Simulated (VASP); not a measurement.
Input of a VASP 6.6.1 run:

File POSCAR:

```
AlAs
1.0
    0.0000000000      2.8949589383      2.8949589383
    2.8949589383      0.0000000000      2.8949589383
    2.8949589383      2.8949589383      0.0000000000
Al As
1 1
Direct
    0.0000000000      0.0000000000      0.0000000000
    0.2500000000      0.2500000000      0.2500000000
```

File INCAR.step1:

```
SYSTEM = AlAs
PREC = Accurate
ENCUT = 550
ISMEAR = 0
SIGMA = 0.01
LREAL = .FALSE.
LASPH = .TRUE.
NELM = 120
NBANDS = 11
GGA = PE
ALGO = Normal
EDIFF = 1E-5
LWAVE = .TRUE.
LCHARG = .FALSE.
GGA_COMPAT = .FALSE.
```

File INCAR.step2:

```
SYSTEM = AlAs
PREC = Accurate
ENCUT = 550
EDIFF = 1E-6
ISMEAR = 0
SIGMA = 0.01
LREAL = .FALSE.
LASPH = .TRUE.
NELM = 120
ALGO = Normal
ISIF = 2
LWAVE = .FALSE.
LCHARG = .FALSE.
METAGGA = R2SCAN
LMIXTAU = .TRUE.
NBANDS = 11
ISTART = 1
GGA_COMPAT = .FALSE.
```

File KPOINTS:

```
Automatic mesh
0
G
  6 6 6
  0 0 0
```

Potentials or basis: VASP PAW PBE potentials, release 64 (Al, As).

The run is started by

```bash
$ cat potpaw_PBE.64/Al/POTCAR potpaw_PBE.64/As/POTCAR > POTCAR
$ cp INCAR.step1 INCAR
$ mpirun -np 1 vasp_std > vasp.out
$ cp INCAR.step2 INCAR
$ mpirun -np 1 vasp_std > vasp.out
```

Problem. Predict the pressure.

Solution. -4.0 GPa.

Problem. Predict the band gap on the k mesh.

Solution. 1.89 eV, indirect (least direct gap 2.13 eV).

Caveat: the PAW data sets were made with another functional, which shifts forces and pressure a little. r2SCAN opens gaps a little over a GGA but as a rule still falls short of measured ones.
